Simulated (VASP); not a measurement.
# Fe (P6_3/mmc) in VASP: a series of runs

The runs below take Fe through single point, with PBEsol.

Everything below comes from runs of VASP 6.6.1. Logs are shortened: lines on timing, memory, paths and dates and some standing lists are left out, and cuts for length are marked.

### 1 The cell of the first run

The structure is hexagonal, space group P6_3/mmc (No. 194). Conventional cell: a = 2.378 Å, b = 2.378 Å, c = 3.767 Å, α = 90.00°, β = 90.00°, γ = 120.00°. Within 3.1 Å of Fe (site symmetry -6m2) lie 12 Fe at 2.33 to 2.38 Å.

This isn't the form of Fe at room conditions, which is bcc.

### 2 Single point, PBEsol (9.23 Å³/atom)

The input, INCAR:

```
ALGO     = Normal         # electronic algorithm
EDIFF    = 1E-6           # SCF threshold, eV
ENCUT    = 690            # plane-wave cutoff, eV
GGA      = PS             # functional
GGA_COMPAT= False        
ISIF     = 2              # what is computed and relaxed
ISMEAR   = 0              # smearing method
LASPH    = True           # aspherical terms in the spheres
LCHARG   = False          # write CHGCAR
LREAL    = False          # projectors in reciprocal space
LWAVE    = False          # write WAVECAR
NBANDS   = 23             # bands
NELM     = 120            # most SCF steps
PREC     = Accurate       # precision mode
SIGMA    = 0.1            # smearing width, eV
```

The input, KPOINTS:

```
k-points
0
Gamma
  18 18 12
```

The input, POSCAR:

```
Fe
1.0
    2.3780854516      0.0000000000      0.0000000000
   -1.1890427258      2.0594824135      0.0000000000
    0.0000000000      0.0000000000      3.7672074762
Fe
2
Direct
    0.3333333333      0.6666666667      0.2500000000
    0.6666666667      0.3333333333      0.7500000000
```

Potentials or basis: VASP PAW PBE potentials, release 64 (Fe_sv).

On the command line:

```bash
$ cat potpaw_PBE.64/Fe_sv/POTCAR > POTCAR
$ mpirun -np 1 vasp_std > vasp.out
```

OUTCAR:

```text
EDIFF = 1E-6
   ENCUT = 690
   GGA = PS
   ISIF = 2
   ISMEAR = 0
   LASPH = True
   LREAL = False
   NELM = 120
   PREC = Accurate

 ion  position               nearest neighbor table
   1  0.333  0.667  0.250-   2 2.33   2 2.33   2 2.33   2 2.33   2 2.33   2 2.33
   2  0.667  0.333  0.750-   1 2.33   1 2.33   1 2.33   1 2.33   1 2.33   1 2.33

  LATTYP: Found a hexagonal cell.
 ALAT       =     2.3780854516
 C/A-ratio  =     1.5841346129

  Lattice vectors:

 A1 = (   2.3780854516,   0.0000000000,   0.0000000000)
 A2 = (  -1.1890427258,   2.0594824135,   0.0000000000)
 A3 = (   0.0000000000,   0.0000000000,   3.7672074762)

Analysis of symmetry for initial positions (statically):
=====================================================================
 Subroutine PRICEL returns:
 Original cell was already a primitive cell.

 Routine SETGRP: Setting up the symmetry group for a
 hexagonal supercell.

 Subroutine GETGRP returns: Found 24 space group operations
 (whereof 12 operations were pure point group operations)
 out of a pool of 24 trial point group operations.

The static configuration has the point symmetry D_3d.
 The point group associated with its full space group is D_6h.

Analysis of symmetry for dynamics (positions and initial velocities):
=====================================================================
 Subroutine PRICEL returns:
 Original cell was already a primitive cell.

 Routine SETGRP: Setting up the symmetry group for a
 hexagonal supercell.

 Subroutine GETGRP returns: Found 24 space group operations
 (whereof 12 operations were pure point group operations)
 out of a pool of 24 trial point group operations.

The dynamic configuration has the point symmetry D_3d.
 The point group associated with its full space group is D_6h.

 Subroutine INISYM returns: Found 24 space group operations
 (whereof 12 operations are pure point group operations),
 and found     1 'primitive' translations

----------------------------------------------------------------------------------------

                                     Primitive cell

  volume of cell :      18.4504

  direct lattice vectors                    reciprocal lattice vectors
     2.378085452  0.000000000  0.000000000     0.420506336  0.242779446  0.000000000
    -1.189042726  2.059482414  0.000000000     0.000000000  0.485558893  0.000000000
     0.000000000  0.000000000  3.767207476     0.000000000  0.000000000  0.265448613

  length of vectors
     2.378085452  2.378085452  3.767207476     0.485558893  0.485558893  0.265448613

  position of ions in fractional coordinates (direct lattice)
     0.333333333  0.666666667  0.250000000
     0.666666667  0.333333333  0.750000000

  ion indices of the primitive-cell ions
   primitive index   ion index
                 1           1
                 2           2

----------------------------------------------------------------------------------------

 KPOINTS: k-points

Automatic generation of k-mesh.
 Grid dimensions read from file:
 generate k-points for:   18   18   12

 Generating k-lattice:

  Cartesian coordinates                     Fractional coordinates (reciprocal lattice)
     0.023361463  0.013487747  0.000000000     0.055555556 -0.000000000  0.000000000
     0.000000000  0.026975494  0.000000000     0.000000000  0.055555556  0.000000000
     0.000000000  0.000000000  0.022120718     0.000000000  0.000000000  0.083333333

  Length of vectors
     0.026975494  0.026975494  0.022120718

  Shift w.r.t. Gamma in fractional coordinates (k-lattice)
     0.000000000  0.000000000  0.000000000

 Subroutine IBZKPT returns following result:
 ===========================================

 Found    259 irreducible k-points:

 Following reciprocal coordinates:
            Coordinates               Weight
  0.000000  0.000000  0.000000      1.000000
  0.055556  0.000000  0.000000      6.000000
  0.111111  0.000000  0.000000      6.000000
  0.166667  0.000000  0.000000      6.000000
  0.222222  0.000000  0.000000      6.000000
  0.277778 -0.000000  0.000000      6.000000
[... 16 lines left out ...]
  0.333333  0.111111  0.000000     12.000000
  0.388889  0.111111  0.000000     12.000000
 [... further k-points ...]
   k-points           NKPTS =    259   k-points in BZ     NKDIM =    259   number of bands    NBANDS=     23
   number of dos      NEDOS =    301   number of ions     NIONS =      2
   total plane-waves  NPLWV =  12800
   dimension x,y,z NGX =    20 NGY =   20 NGZ =   32
   dimension x,y,z NGXF=    40 NGYF=   40 NGZF=   64
   ions per type =               2
   NGX,Y,Z   is equivalent  to a cutoff of  13.98, 13.98, 14.12 a.u.
   NGXF,Y,Z  is equivalent  to a cutoff of  27.96, 27.96, 28.24 a.u.
 SYSTEM =  unknown system
   PREC   = accura    normal or accurate (medium, high low for compatibility)
   ISTART =      0    job   : 0-new  1-cont  2-samecut
   ICHARG =      2    charge: 1-file 2-atom 10-const
   ISPIN  =      1    spin polarized calculation?
   LNONCOLLINEAR =      F non collinear calculations
   LSORBIT =      F    spin-orbit coupling
   LASPH  =      T    aspherical Exc in radial PAW
   ENCUT  =  690.0 eV  50.71 Ry    7.12 a.u.   5.09  5.09  8.07*2*pi/ulx,y,z
   NELM   =    120;   NELMIN=  2; NELMDL= -5     # of ELM steps
   EDIFF  = 0.1E-05   stopping-criterion for ELM
   LREAL  =      F    real-space projection
[... 7 lines left out ...]
   TEBEG  =    0.0;   TEEND  =   0.0 temperature during run
   PSTRESS=    0.0 pullay stress
   NELECT =      32.0000    total number of electrons
   NUPDOWN=      -1.0000    fix difference up-down
   EMIN   =  10.00;   EMAX   =-10.00  energy-range for DOS
   EFERMI =   0.00;   METHOD = LEGACY
   ISMEAR =     0;   SIGMA  =   0.10  broadening in eV -4-tet -1-fermi 0-gaus
   EFERMI_NEDOS =   21; number of points for ismear=-14 and -15
   IALGO  =     38    algorithm
   IMIX   =      4    mixing-type and parameters
     AMIX     =   0.40;   BMIX     =  1.00
     AMIX_MAG =   1.60;   BMIX_MAG =  1.00
  volume/ion in A,a.u.               =       9.23        62.25
  Fermi-wavevector in a.u.,A,eV,Ry     =   1.966934  3.716966 52.638621  3.868830
  Thomas-Fermi vector in A             =   2.990534
   LORBIT       =      0    0 simple, 1 ext, 2 COOP (PROOUT), +10 PAW based schemes
   GGA     = PS    functional components
   LHFCALC =     F    Hartree Fock is set to
   AEXX    =    0.0000 exact exchange contribution
   IVDW    =     0    specifies the selected vdW correction
   LEPSILON=     F    determine dielectric tensor
   LRPA    =     F    only Hartree local field effects (RPA)
 non-spin polarized calculation
 Gauss-broadening in eV      SIGMA  =   0.10
  energy-cutoff  :      690.00
  volume of cell :       18.45
 maximum number of plane-waves:       780
   NGX = 11   NGY = 11   NGZ = 17

 number of electron      32.0000015 magnetization

 Free energy of the ion-electron system (eV)
  ---------------------------------------------------
  ext. energy  EPLUGINS =         0.00000000
  ---------------------------------------------------
  free energy    TOTEN  =       -18.05999190 eV

  energy without entropy =      -18.04845361  energy(sigma->0) =      -18.05422275

 E-fermi :  15.6238     XC(G=0): -15.2933

 val. band max:       15.6150414581   @ k =   0.1111   0.0556   0.3333
 cond. band min:      15.6242007367   @ k =   0.4444   0.1111   0.4167
 fundamental gap:      0.0091592785
 Fermi energy:        15.6238319342

 k-point     1 :       0.0000    0.0000    0.0000
  band No.  band energies     occupation
      1     -71.5144      2.00000
      2     -71.3104      2.00000
      3     -38.0934      2.00000
      4     -37.3294      2.00000
      5     -37.3294      2.00000
      6     -37.1977      2.00000
[... 15 lines left out ...]
     22      37.7623      0.00000
     23      41.6323      0.00000

 k-point     2 :       0.0556    0.0000    0.0000
  band No.  band energies     occupation
      1     -71.5098      2.00000
      2     -71.3086      2.00000
      3     -38.0848      2.00000
      4     -37.3472      2.00000
      5     -37.3354      2.00000
      6     -37.2162      2.00000
[... 15 lines left out ...]
     22      37.4775      0.00000
     23      40.6939      0.00000

 k-point     3 :       0.1111    0.0000    0.0000
  band No.  band energies     occupation
      1     -71.4965      2.00000
      2     -71.3035      2.00000
      3     -38.0590      2.00000
      4     -37.3989      2.00000
      5     -37.3526      2.00000
      6     -37.2694      2.00000
[... 15 lines left out ...]
     22      36.2828      0.00000
     23      39.4261      0.00000

 k-point     4 :       0.1667    0.0000    0.0000
  band No.  band energies     occupation
      1     -71.4758      2.00000
      2     -71.2960      2.00000
      3     -38.0180      2.00000
      4     -37.4784      2.00000
      5     -37.3780      2.00000
      6     -37.3497      2.00000
[... 15 lines left out ...]
     22      34.1930      0.00000
     23      38.3336      0.00000

 k-point     5 :       0.2222    0.0000    0.0000
  band No.  band energies     occupation
      1     -71.4496      2.00000
      2     -71.2875      2.00000
      3     -37.9643      2.00000
      4     -37.5769      2.00000
      5     -37.4463      2.00000
      6     -37.4084      2.00000
[... 434 lines left out ...]
 k-point    22 :       0.2778    0.1111    0.0000
  band No.  band energies     occupation
      1     -71.3830      2.00000
      2     -71.2727      2.00000
      3     -37.8158      2.00000
      4     -37.7706      2.00000
      5     -37.6626      2.00000
      6     -37.4815      2.00000
[... 15 lines left out ...]
     22      28.1684      0.00000
     23      31.4829      0.00000

 k-point    23 :       0.3333    0.1111    0.0000
  band No.  band energies     occupation
      1     -71.3578      2.00000
      2     -71.2711      2.00000
      3     -37.8466      2.00000
      4     -37.7522      2.00000
      5     -37.7135      2.00000
      6     -37.5188      2.00000
[... 15 lines left out ...]
     22      27.9422      0.00000
     23      30.6739      0.00000

 k-point    24 :       0.3889    0.1111    0.0000
  band No.  band energies     occupation
      1     -71.3391      2.00000
      2     -71.2723      2.00000
      3     -37.8963      2.00000
      4     -37.7467      2.00000
      5     -37.7010      2.00000
      6     -37.5428      2.00000
[... 15 lines left out ...]
     22      28.4492      0.00000
     23      30.0817      0.00000

 [... further k-points ...]

------------------------ aborting loop because EDIFF is reached ----------------------------------------

  FORCE on cell =-STRESS in cart. coord.  units (eV):
  Direction    XX          YY          ZZ          XY          YZ          ZX
  --------------------------------------------------------------------------------------
  -------------------------------------------------------------------------------------
  Total        2.4107890      2.4107890      2.4011833     -0.0000000      0.0000000      0.0000000
  in kB      209.3460147    209.3460148    208.5118829     -0.0000000      0.0000000      0.0000000
  external PRESSURE =     209.0679708 kB  Pullay stress =       0.0000000 kB

 VOLUME and BASIS-vectors are now :
 -----------------------------------------------------------------------------
  energy-cutoff  :      690.00
  volume of cell :       18.45
      direct lattice vectors                 reciprocal lattice vectors
     2.378085452  0.000000000  0.000000000     0.420506336  0.242779446  0.000000000
    -1.189042726  2.059482414  0.000000000     0.000000000  0.485558893  0.000000000
     0.000000000  0.000000000  3.767207476     0.000000000  0.000000000  0.265448613

 POSITION                                       TOTAL-FORCE (eV/Angst)
 -----------------------------------------------------------------------------------
     -0.00000      1.37299      0.94180        -0.000000     -0.000000      0.000000
      1.18904      0.68649      2.82541         0.000000      0.000000      0.000000
 -----------------------------------------------------------------------------------
    total drift:                                0.000000     -0.000000      0.000000

  FREE ENERGIE OF THE ION-ELECTRON SYSTEM (eV)
  ---------------------------------------------------
  free  energy   TOTEN  =       -18.0599919014 eV

  energy  without entropy=      -18.0484536060  energy(sigma->0) =      -18.05422275
```

Wall time 80 s (1 thread of Intel Xeon Platinum 8488C (Sapphire Rapids), shared host); peak memory 0.24 GiB.

Results:

```
Free energy            : -18.0600 eV
Pressure               : 20.9 GPa
Band gap on the k mesh : zero (bands 16 and 17 overlap by 2.23 eV)
```

Caveat: the cell stands under pressure; the PAW data sets were made with another functional, which shifts forces and pressure a little; the run has no spin polarisation, though such a crystal can be magnetic. Spin polarisation is off, so any magnetic state and its effect on volume and gap are missing.

### 3 Single point, PBEsol (8.93 Å³/atom)

This run uses another cell than the first one, of 8.93 Å³/atom.

The input, INCAR:

```
SYSTEM = Fe
PREC = Accurate
ENCUT = 690
EDIFF = 1E-6
ISMEAR = 0
SIGMA = 0.1
LREAL = .False.
LASPH = .True.
NELM = 120
ALGO = Normal
ISIF = 2
LWAVE = .False.
LCHARG = .False.
GGA = PS
NBANDS = 23
GGA_COMPAT = .False.
```

The input, KPOINTS:

```
Automatic mesh
0
Gamma
  18 18 12
  0 0 0
```

The input, POSCAR:

```
Fe
1.0
    2.3519155699      0.0000000000      0.0000000000
   -1.1759577850      2.0368186311      0.0000000000
    0.0000000000      0.0000000000      3.7285891869
Fe
2
Direct
    0.3333333333      0.6666666667      0.2500000000
    0.6666666667      0.3333333333      0.7500000000
```

Potentials or basis: VASP PAW PBE potentials, release 64 (Fe_sv).

On the command line:

```bash
$ cat potpaw_PBE.64/Fe_sv/POTCAR > POTCAR
$ mpirun -np 1 vasp_std > vasp.out
```

Run time: 65 s. Hardware: 1 thread of Intel Xeon Platinum 8488C (Sapphire Rapids), shared host; peak memory 0.23 GiB.

It converged, with:

* Free energy: -17.9532 eV
* Pressure: 35.6 GPa
* Band gap on the k mesh: zero (bands 16 and 17 overlap by 2.34 eV)

Levels at points of the mesh, in eV from the Fermi level:
```
           k point  band 13  band 14  band 15  band 16  band 17  band 18  band 19  band 20
(0.00, 0.00, 0.00)    -1.87    -1.44    -1.44    -1.00    -1.00     0.48     0.89     0.89
(0.50, 0.00, 0.00)    -2.36    -1.84    -1.29     1.04     1.32     1.35     3.18     5.65
(0.00, 0.00, 0.50)    -2.14    -2.14    -2.14    -2.14     0.42     0.42     0.42     0.42
(0.50, 0.00, 0.50)    -0.77    -0.77     0.12     0.12     1.21     1.21     2.83     2.83
```

Caveat: the cell stands under pressure; the PAW data sets were made with another functional, which shifts forces and pressure a little; the run has no spin polarisation, though such a crystal can be magnetic. Spin polarisation is off, so any magnetic state and its effect on volume and gap are missing.
